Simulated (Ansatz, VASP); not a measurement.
## One calculation of BaHfO3, two programs

File POSCAR:

```
BaHfO3
1.0
    4.1581192490      0.0000000000      0.0000000000
    0.0000000000      4.1581192490      0.0000000000
    0.0000000000      0.0000000000      4.1581192490
Ba Hf O
1 1 3
Direct
    0.0000000000      0.0000000000      0.0000000000
    0.5000000000      0.5000000000      0.5000000000
    0.5000000000      0.5000000000      0.0000000000
    0.0000000000      0.5000000000      0.5000000000
    0.5000000000      0.0000000000      0.5000000000
```

Contents of INCAR.step1:

```
  PREC = Accurate
  ENCUT = 660
  ISMEAR = 0
  SIGMA = 0.02
  LREAL = F
  LASPH = T
  NELM = 120
  NBANDS = 27
  GGA = PE
  ALGO = Normal
  EDIFF = 1E-5
  LWAVE = T
  LCHARG = F
  GGA_COMPAT = F
```

INCAR.step2

```
  PREC = Accurate
  ENCUT = 660
  EDIFF = 1E-6
  ISMEAR = 0
  SIGMA = 0.02
  LREAL = F
  LASPH = T
  NELM = 120
  ALGO = Normal
  ISIF = 2
  LWAVE = F
  LCHARG = F
  METAGGA = R2SCAN
  LMIXTAU = T
  NBANDS = 27
  ISTART = 1
  GGA_COMPAT = F
```

File KPOINTS:

```
Automatic mesh
0
Gamma
  6 6 6
```

Input for Ansatz:

```yaml
crystal:
  lattice:
    - [4.158119249, 0.0, 0.0]
    - [0.0, 4.158119249, 0.0]
    - [0.0, 0.0, 4.158119249]
  atoms:
    - { symbol: Ba, position: [0.0, 0.0, 0.0] }
    - { symbol: Hf, position: [0.5, 0.5, 0.5] }
    - { symbol: O, position: [0.5, 0.5, 0.0] }
    - { symbol: O, position: [0.0, 0.5, 0.5] }
    - { symbol: O, position: [0.5, 0.0, 0.5] }
basis:
  ecutwfc: 500
kpoints:
  mp_grid: { grid: [6, 6, 6] }
  band_path:
    path:
      - [[0.0, 0.0, 0.0], [0.0, 0.5, 0.0], [0.5, 0.5, 0.0], [0.0, 0.0, 0.0], [0.5, 0.5, 0.5], [0.0, 0.5, 0.0]]
      - [[0.5, 0.5, 0.5], [0.5, 0.5, 0.0]]
    npoints: 10
hamiltonian:
  xc: r2scan
  pseudopotentials: { kind: paw, azcp: { folder: soft_1 } }
scf:
  occupations: { method: gaussian, width: 0.02 }
  n_extra_bands: 8
output:
  forces: true
  stress: true
  eigenvalues: true
```

Alike in both runs: task single point; functional r2SCAN; k mesh 6 × 6 × 6; occupations gaussian, width 0.02 eV; no spin polarisation.

|  | VASP | Ansatz |
| --- | --- | --- |
| version | VASP 6.6.1 | Ansatz 0.2.0 |
| potentials or method | VASP PAW PBE potentials, release 64 (Ba_sv, Hf_pv, O), cutoff 660 eV | scalar-relativistic, plane waves, PAW |
| valence electrons in the cell | 38 | 54 |

Ansatz gave:

| Property | Result |
| --- | --- |
| gap on the k mesh at the Fermi level (eV) | 4.23 |
| least direct gap on the mesh (eV) | 4.33 |
| pressure (GPa) | 2.4 |

Task: What did VASP give for the same quantities?

Result: gap on the k mesh at the Fermi level (eV): 4.14; least direct gap on the mesh (eV): 4.37; pressure (GPa): 1.5.

VASP's potentials were made for PBE, not for r2SCAN. With one functional, cell and mesh, what is left measures potentials, basis and numerics. VASP's potentials hold 38 valence electrons a cell and Ansatz's 54, so a difference there can come from the potentials and not from the codes.

Spin-orbit coupling is off throughout.
